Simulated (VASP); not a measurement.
# CdSe in VASP: further runs

CdSe is run at these levels: PBE; tasks: single point, relaxation of cell and atoms.

Program: VASP 6.6.1. These are calculated values, not measurements. Logs are shortened: lines on timing, memory, paths and dates and some standing lists are left out, and cuts for length are marked.

### 1 The cell of the first run

Symmetry: P6_3/mmc, No. 194, hexagonal system. The conventional cell has a = 3.915 Å, b = 3.915 Å, c = 6.450 Å, α = 90.00°, β = 90.00°, γ = 120.00°. Cd (site symmetry -3m) has 6 Se at 2.78 Å and 2 Cd at 3.22 Å within 3.7 Å. Se (site symmetry -6m2) has 6 Cd at 2.78 Å within 3.7 Å.

### 2 Single point, PBE

The input, INCAR:

```
ALGO     = Normal         # electronic algorithm
EDIFF    = 1E-6           # SCF threshold, eV
ENCUT    = 520            # plane-wave cutoff, eV
GGA      = PE             # functional
ISIF     = 2              # what is computed and relaxed
ISMEAR   = 0              # smearing method
LASPH    = T              # aspherical terms in the spheres
LCHARG   = F              # write CHGCAR
LREAL    = F              # projectors in reciprocal space
LWAVE    = F              # write WAVECAR
NBANDS   = 26             # bands
NELM     = 80             # most SCF steps
PREC     = Accurate       # precision mode
SIGMA    = 0.1            # smearing width, eV
```

The input, KPOINTS:

```
k-points
0
Gamma
  6 6 4
```

The input, POSCAR:

```
CdSe
1.0
    3.9146797200      0.0000000000      0.0000000000
   -1.9573398600      3.3902120900      0.0000000000
    0.0000000000      0.0000000000      6.4497857000
Cd Se
2 2
Direct
    0.0000000000      0.0000000000      0.0000000000
    0.0000000000      0.0000000000      0.5000000000
    0.3333333300      0.6666666700      0.7500000000
    0.6666666700      0.3333333300      0.2500000000
```

Potentials or basis: VASP PAW PBE potentials, release 64 (Cd, Se).

The run is started by

```
$ cat potpaw_PBE.64/Cd/POTCAR potpaw_PBE.64/Se/POTCAR > POTCAR
$ mpirun -np 1 vasp_std > vasp.out
```

OUTCAR:

```text
EDIFF = 1E-6
   ENCUT = 520
   GGA = PE
   ISIF = 2
   ISMEAR = 0
   LASPH = T
   LREAL = F
   NELM = 80
   PREC = Accurate

 ion  position               nearest neighbor table
   1  0.000  0.000  0.000-   3 2.78   4 2.78   4 2.78   3 2.78   4 2.78   3 2.78   2 3.22   2 3.22

   2  0.000  0.000  0.500-   3 2.78   4 2.78   4 2.78   3 2.78   4 2.78   3 2.78   1 3.22   1 3.22

   3  0.333  0.667  0.750-   1 2.78   2 2.78   1 2.78   2 2.78   1 2.78   2 2.78
   4  0.667  0.333  0.250-   1 2.78   2 2.78   1 2.78   2 2.78   1 2.78   2 2.78

  LATTYP: Found a hexagonal cell.
 ALAT       =     3.9146797200
 C/A-ratio  =     1.6475896271

  Lattice vectors:

 A1 = (   3.9146797200,   0.0000000000,   0.0000000000)
 A2 = (  -1.9573398600,   3.3902120900,   0.0000000000)
 A3 = (   0.0000000000,   0.0000000000,   6.4497857000)

Analysis of symmetry for initial positions (statically):
=====================================================================
 Subroutine PRICEL returns:
 Original cell was already a primitive cell.

 Routine SETGRP: Setting up the symmetry group for a
 hexagonal supercell.

 Subroutine GETGRP returns: Found 24 space group operations
 (whereof 12 operations were pure point group operations)
 out of a pool of 24 trial point group operations.

The static configuration has the point symmetry D_3d.
 The point group associated with its full space group is D_6h.

Analysis of symmetry for dynamics (positions and initial velocities):
=====================================================================
 Subroutine PRICEL returns:
 Original cell was already a primitive cell.

 Routine SETGRP: Setting up the symmetry group for a
 hexagonal supercell.

 Subroutine GETGRP returns: Found 24 space group operations
 (whereof 12 operations were pure point group operations)
 out of a pool of 24 trial point group operations.

The dynamic configuration has the point symmetry D_3d.
 The point group associated with its full space group is D_6h.

 Subroutine INISYM returns: Found 24 space group operations
 (whereof 12 operations are pure point group operations),
 and found     1 'primitive' translations

----------------------------------------------------------------------------------------

                                     Primitive cell

  volume of cell :      85.5989

  direct lattice vectors                    reciprocal lattice vectors
     3.914679720  0.000000000  0.000000000     0.255448739  0.147483398  0.000000000
    -1.957339860  3.390212090  0.000000000     0.000000000  0.294966797  0.000000000
     0.000000000  0.000000000  6.449785700     0.000000000  0.000000000  0.155043911

  length of vectors
     3.914679720  3.914679724  6.449785700     0.294966797  0.294966797  0.155043911

  position of ions in fractional coordinates (direct lattice)
     0.000000000  0.000000000  0.000000000
     0.000000000  0.000000000  0.500000000
     0.333333330  0.666666670  0.750000000
     0.666666670  0.333333330  0.250000000

  ion indices of the primitive-cell ions
   primitive index   ion index
                 1           1
                 2           2
                 3           3
                 4           4

----------------------------------------------------------------------------------------

 KPOINTS: k-points

Automatic generation of k-mesh.
 Grid dimensions read from file:
 generate k-points for:    6    6    4

 Generating k-lattice:

  Cartesian coordinates                     Fractional coordinates (reciprocal lattice)
     0.042574790  0.024580566  0.000000000     0.166666667  0.000000000  0.000000000
     0.000000000  0.049161133  0.000000000     0.000000000  0.166666667  0.000000000
     0.000000000  0.000000000  0.038760978     0.000000000  0.000000000  0.250000000

  Length of vectors
     0.049161133  0.049161133  0.038760978

  Shift w.r.t. Gamma in fractional coordinates (k-lattice)
     0.000000000  0.000000000  0.000000000

 Subroutine IBZKPT returns following result:
 ===========================================

 Found     21 irreducible k-points:

 Following reciprocal coordinates:
            Coordinates               Weight
  0.000000  0.000000  0.000000      1.000000
  0.166667 -0.000000  0.000000      6.000000
  0.333333 -0.000000  0.000000      6.000000
  0.500000  0.000000  0.000000      3.000000
  0.166667  0.166667  0.000000      6.000000
  0.333333  0.166667  0.000000     12.000000
[... 13 lines left out ...]
  0.333333  0.166667  0.500000     12.000000
  0.333333  0.333333  0.500000      2.000000
   k-points           NKPTS =     21   k-points in BZ     NKDIM =     21   number of bands    NBANDS=     26
   number of dos      NEDOS =    301   number of ions     NIONS =      4
   total plane-waves  NPLWV =  43200
   dimension x,y,z NGX =    30 NGY =   30 NGZ =   48
   dimension x,y,z NGXF=    60 NGYF=   60 NGZF=   96
   ions per type =               2   2
   NGX,Y,Z   is equivalent  to a cutoff of  12.74, 12.74, 12.37 a.u.
   NGXF,Y,Z  is equivalent  to a cutoff of  25.48, 25.48, 24.74 a.u.
 SYSTEM =  unknown system
   PREC   = accura    normal or accurate (medium, high low for compatibility)
   ISTART =      0    job   : 0-new  1-cont  2-samecut
   ICHARG =      2    charge: 1-file 2-atom 10-const
   ISPIN  =      1    spin polarized calculation?
   LNONCOLLINEAR =      F non collinear calculations
   LSORBIT =      F    spin-orbit coupling
   LASPH  =      T    aspherical Exc in radial PAW
   ENCUT  =  520.0 eV  38.22 Ry    6.18 a.u.   7.28  7.28 11.99*2*pi/ulx,y,z
   NELM   =     80;   NELMIN=  2; NELMDL= -5     # of ELM steps
   EDIFF  = 0.1E-05   stopping-criterion for ELM
   LREAL  =      F    real-space projection
   EDIFFG = 0.1E-04   stopping-criterion for IOM
   NSW    =      0    number of steps for IOM
   IBRION =     -1    ionic relax: 0-MD 1-quasi-New 2-CG
   NFREE  =      0    steps in history (QN), initial steepest desc. (CG)
   ISIF   =      2    stress and relaxation
   ISYM   =      2    0-nonsym 1-usesym 2-fastsym
   POTIM  = 0.5000    time-step for ionic-motion
   TEBEG  =    0.0;   TEEND  =   0.0 temperature during run
   PSTRESS=    0.0 pullay stress
   NELECT =      36.0000    total number of electrons
   NUPDOWN=      -1.0000    fix difference up-down
   EMIN   =  10.00;   EMAX   =-10.00  energy-range for DOS
   EFERMI =   0.00;   METHOD = LEGACY
   ISMEAR =     0;   SIGMA  =   0.10  broadening in eV -4-tet -1-fermi 0-gaus
   EFERMI_NEDOS =   21; number of points for ismear=-14 and -15
   IALGO  =     38    algorithm
   IMIX   =      4    mixing-type and parameters
     AMIX     =   0.40;   BMIX     =  1.00
     AMIX_MAG =   1.60;   BMIX_MAG =  1.00
  volume/ion in A,a.u.               =      21.40       144.41
  Fermi-wavevector in a.u.,A,eV,Ry     =   1.226553  2.317848 20.469032  1.504431
  Thomas-Fermi vector in A             =   2.361549
   LORBIT       =      0    0 simple, 1 ext, 2 COOP (PROOUT), +10 PAW based schemes
   GGA     = PE    functional components
   LHFCALC =     F    Hartree Fock is set to
   AEXX    =    0.0000 exact exchange contribution
   IVDW    =     0    specifies the selected vdW correction
   LEPSILON=     F    determine dielectric tensor
   LRPA    =     F    only Hartree local field effects (RPA)
 non-spin polarized calculation
 Gauss-broadening in eV      SIGMA  =   0.10
  energy-cutoff  :      520.00
  volume of cell :       85.60
 maximum number of plane-waves:      2364
 NGX is ok and might be reduce to    30
   NGX = 15   NGY = 15   NGZ = 23

 number of electron      35.9999983 magnetization

 Free energy of the ion-electron system (eV)
  ---------------------------------------------------
  ext. energy  EPLUGINS =         0.00000000
  ---------------------------------------------------
  free energy    TOTEN  =       -10.01673941 eV

  energy without entropy =      -10.01588068  energy(sigma->0) =      -10.01631005

 E-fermi :   3.4104     XC(G=0): -10.4784

 val. band max:        3.2639898911   @ k =   0.1667  -0.0000   0.0000
 cond. band min:       3.5121476887   @ k =   0.3333   0.3333   0.0000
 fundamental gap:      0.2481577976
 Fermi energy:         3.4103845983

 k-point     1 :       0.0000    0.0000    0.0000
  band No.  band energies     occupation
      1     -10.3464      2.00000
      2      -9.1974      2.00000
      3      -5.3442      2.00000
      4      -5.3181      2.00000
      5      -5.3181      2.00000
      6      -4.9900      2.00000
[... 18 lines left out ...]
     25      11.4851      0.00000
     26      11.5898      0.00000

 k-point     2 :       0.1667   -0.0000    0.0000
  band No.  band energies     occupation
      1     -10.1330      2.00000
      2      -9.2120      2.00000
      3      -5.3360      2.00000
      4      -5.3078      2.00000
      5      -5.0925      2.00000
      6      -5.0177      2.00000
[... 18 lines left out ...]
     25      10.6200      0.00000
     26      11.4271      0.00000

 k-point     3 :       0.3333   -0.0000    0.0000
  band No.  band energies     occupation
      1      -9.6377      2.00000
      2      -9.2256      2.00000
      3      -5.3524      2.00000
      4      -5.3241      2.00000
      5      -5.1653      2.00000
      6      -5.1072      2.00000
[... 18 lines left out ...]
     25      11.0483      0.00000
     26      12.5729      0.00000

 k-point     4 :       0.5000    0.0000    0.0000
  band No.  band energies     occupation
      1      -9.3915      2.00000
      2      -9.1656      2.00000
      3      -5.4183      2.00000
      4      -5.3439      2.00000
      5      -5.2382      2.00000
      6      -5.1749      2.00000
[... 18 lines left out ...]
     25      11.4768      0.00000
     26      14.1907      0.00000
[... 409 lines left out ...]
      1      -9.5033      2.00000
      2      -9.5033      2.00000
      3      -5.1317      2.00000
      4      -5.1317      2.00000
      5      -5.0547      2.00000
      6      -5.0547      2.00000
[... 18 lines left out ...]
     25      11.5097      0.00000
     26      11.5097      0.00000

 k-point    20 :       0.3333    0.1667    0.5000
  band No.  band energies     occupation
      1      -9.2822      2.00000
      2      -9.2822      2.00000
      3      -5.1729      2.00000
      4      -5.1729      2.00000
      5      -5.0072      2.00000
      6      -5.0072      2.00000
[... 18 lines left out ...]
     25      12.3337      0.00000
     26      12.3337      0.00000

 k-point    21 :       0.3333    0.3333    0.5000
  band No.  band energies     occupation
      1      -9.2091      2.00000
      2      -9.2091      2.00000
      3      -5.2413      2.00000
      4      -5.2413      2.00000
      5      -4.9418      2.00000
      6      -4.9418      2.00000
[... 18 lines left out ...]
     25      12.0240      0.00000
     26      12.0240      0.00000

------------------------ aborting loop because EDIFF is reached ----------------------------------------

  FORCE on cell =-STRESS in cart. coord.  units (eV):
  Direction    XX          YY          ZZ          XY          YZ          ZX
  --------------------------------------------------------------------------------------
  -------------------------------------------------------------------------------------
  Total        4.8567376      4.8567376      5.2721493      0.0000000      0.0000000      0.0000000
  in kB       90.9048038     90.9048040     98.6801703      0.0000000      0.0000000      0.0000000
  external PRESSURE =      93.4965927 kB  Pullay stress =       0.0000000 kB

 VOLUME and BASIS-vectors are now :
 -----------------------------------------------------------------------------
  energy-cutoff  :      520.00
  volume of cell :       85.60
      direct lattice vectors                 reciprocal lattice vectors
     3.914679720  0.000000000  0.000000000     0.255448739  0.147483398  0.000000000
    -1.957339860  3.390212090  0.000000000     0.000000000  0.294966797  0.000000000
     0.000000000  0.000000000  6.449785700     0.000000000  0.000000000  0.155043911

 POSITION                                       TOTAL-FORCE (eV/Angst)
 -----------------------------------------------------------------------------------
      0.00000      0.00000      0.00000        -0.000000     -0.000000     -0.000000
      0.00000      0.00000      3.22489         0.000000     -0.000000     -0.000000
     -0.00000      2.26014      4.83734        -0.000000     -0.000000      0.000000
      1.95734      1.13007      1.61245         0.000000      0.000000     -0.000000
 -----------------------------------------------------------------------------------
    total drift:                                0.000000      0.000000     -0.000000

  FREE ENERGIE OF THE ION-ELECTRON SYSTEM (eV)
  ---------------------------------------------------
  free  energy   TOTEN  =       -10.0167394146 eV

  energy  without entropy=      -10.0158806759  energy(sigma->0) =      -10.01631005
```

Run time: 52 s. Hardware: 1 thread of Intel Xeon 8259CL, shared host; peak memory 0.21 GiB.

What came out:

```
Free energy            : -10.0167 eV
Pressure               : 9.3 GPa
Band gap on the k mesh : 0.25 eV (least direct gap 0.30 eV)
```

Stress tensor (GPa, compression positive):
```
9.09 0.00 0.00
0.00 9.09 0.00
0.00 0.00 9.87
```

Caveat: the cell stands under pressure. A k mesh can miss the band edges.

### 3 Single point, PBE

This run uses another cell than the first one, of 24.07 Å³/atom.

The input, INCAR:

```
ALGO = Normal ; EDIFF = 1E-7
ENCUT = 520 ; GGA = PE
ISIF = 2 ; ISMEAR = 0
LASPH = T ; LCHARG = T
LELF = T ; LREAL = F
LVHAR = T ; LWAVE = F
NBANDS = 26 ; NELM = 100
PREC = Accurate ; SIGMA = 0.1
```

KPOINTS is that of step 2.

The input, POSCAR:

```
CdSe
1.0
    4.0727959424      0.0000000000      0.0000000000
   -2.0363979712      3.5271447506      0.0000000000
    0.0000000000      0.0000000000      6.7036099620
Cd Se
2 2
Direct
    0.0000000000      0.0000000000      0.0000000000
    0.0000000000      0.0000000000      0.5000000000
    0.3333333333      0.6666666667      0.7500000000
    0.6666666667      0.3333333333      0.2500000000
```

Potentials or basis: VASP PAW PBE potentials, release 64 (Cd, Se).

The run is started by

```
$ cat potpaw_PBE.64/Cd/POTCAR potpaw_PBE.64/Se/POTCAR > POTCAR
$ mpirun -np 1 vasp_std > vasp.out
```

OUTCAR:

```text
EDIFF = 1E-7
   ENCUT = 520
   GGA = PE
   ISIF = 2
   ISMEAR = 0
   LASPH = T
   LREAL = F
   NELM = 100
   PREC = Accurate

 ion  position               nearest neighbor table
   1  0.000  0.000  0.000-   3 2.89   4 2.89   4 2.89   3 2.89   4 2.89   3 2.89   2 3.35   2 3.35

   2  0.000  0.000  0.500-   3 2.89   4 2.89   4 2.89   3 2.89   4 2.89   3 2.89   1 3.35   1 3.35

   3  0.333  0.667  0.750-   1 2.89   2 2.89   1 2.89   2 2.89   1 2.89   2 2.89
[... 806 lines left out ...]
  FORCE on cell =-STRESS in cart. coord.  units (eV):
  Direction    XX          YY          ZZ          XY          YZ          ZX
  --------------------------------------------------------------------------------------
  -------------------------------------------------------------------------------------
  Total        0.0335992      0.0335992      0.0279950      0.0000000      0.0000000      0.0000000
  in kB        0.5590035      0.5590035      0.4657639      0.0000000      0.0000000      0.0000000
  external PRESSURE =       0.5279236 kB  Pullay stress =       0.0000000 kB

 VOLUME and BASIS-vectors are now :
 -----------------------------------------------------------------------------
  energy-cutoff  :      520.00
  volume of cell :       96.30
      direct lattice vectors                 reciprocal lattice vectors
     4.072795942  0.000000000  0.000000000     0.245531574  0.141757721  0.000000000
    -2.036397971  3.527144751  0.000000000     0.000000000  0.283515441  0.000000000
     0.000000000  0.000000000  6.703609962     0.000000000  0.000000000  0.149173357

 POSITION                                       TOTAL-FORCE (eV/Angst)
 -----------------------------------------------------------------------------------
      0.00000      0.00000      0.00000         0.000000      0.000000      0.000000
      0.00000      0.00000      3.35180         0.000000      0.000000      0.000000
     -0.00000      2.35143      5.02771         0.000000     -0.000000     -0.000000
      2.03640      1.17571      1.67590        -0.000000      0.000000     -0.000000
 -----------------------------------------------------------------------------------
    total drift:                                0.000000     -0.000000      0.000000

  FREE ENERGIE OF THE ION-ELECTRON SYSTEM (eV)
  ---------------------------------------------------
  free  energy   TOTEN  =       -10.2987194400 eV

  energy  without entropy=      -10.2967769382  energy(sigma->0) =      -10.29774819
```

OSZICAR:

```text
N       E                     dE             d eps       ncg     rms          rms(c)
DAV:   1     0.248822918464E+03    0.24882E+03   -0.17766E+04  1092   0.128E+03
DAV:   2     0.125636752713E+01   -0.24757E+03   -0.23917E+03  1208   0.319E+02
DAV:   3    -0.110855527793E+02   -0.12342E+02   -0.12277E+02  1290   0.717E+01
DAV:   4    -0.111709481027E+02   -0.85395E-01   -0.85330E-01  1234   0.549E+00
DAV:   5    -0.111713003882E+02   -0.35229E-03   -0.35228E-03  1228   0.351E-01    0.764E+00
DAV:   6    -0.103405345789E+02    0.83077E+00   -0.14274E+00  1168   0.111E+01    0.662E+00
DAV:   7    -0.103008103728E+02    0.39724E-01   -0.43257E-01  1206   0.343E+00    0.311E+00
DAV:   8    -0.102992227122E+02    0.15877E-02   -0.33794E-02  1152   0.186E+00    0.339E-01
DAV:   9    -0.102986812796E+02    0.54143E-03   -0.51269E-03  1240   0.736E-01    0.721E-02
DAV:  10    -0.102987041441E+02   -0.22864E-04   -0.57898E-04  1148   0.234E-01    0.542E-02
DAV:  11    -0.102987310618E+02   -0.26918E-04   -0.90615E-05  1152   0.642E-02    0.201E-02
DAV:  12    -0.102987196385E+02    0.11423E-04   -0.26234E-05  1128   0.379E-02    0.587E-03
DAV:  13    -0.102987196407E+02   -0.21209E-08   -0.34090E-06  1184   0.905E-03    0.344E-03
DAV:  14    -0.102987195111E+02    0.12959E-06   -0.24569E-07   912   0.463E-03    0.309E-04
DAV:  15    -0.102987194400E+02    0.71098E-07   -0.44681E-08   588   0.170E-03
   1 F= -.10298719E+02 E0= -.10297748E+02  d E =-.194250E-02
```

stdout:

```text
POSCAR found type information on POSCAR CdSe
 POSCAR found :  2 types and       4 ions
 scaLAPACK will be used
 LDA part: xc-table for (Slater+PW92), standard interpolation
 POSCAR, INCAR and KPOINTS ok, starting setup
 FFT: planning ... GRIDC
 FFT: planning ... GRID_SOFT
 FFT: planning ... GRID
 WAVECAR not read
 entering main loop
```

It took 72 s on 1 thread of Intel Xeon 8259CL, shared host; peak memory 0.22 GiB.

Results:

- Free energy: -10.2987 eV
- Pressure: 0.1 GPa
- Band gap on the k mesh: zero (bands 18 and 19 overlap by 0.04 eV)

Caveat: semilocal functionals underestimate gaps, so a narrow gap can read as zero.

(Continued in part 2 of 2.)
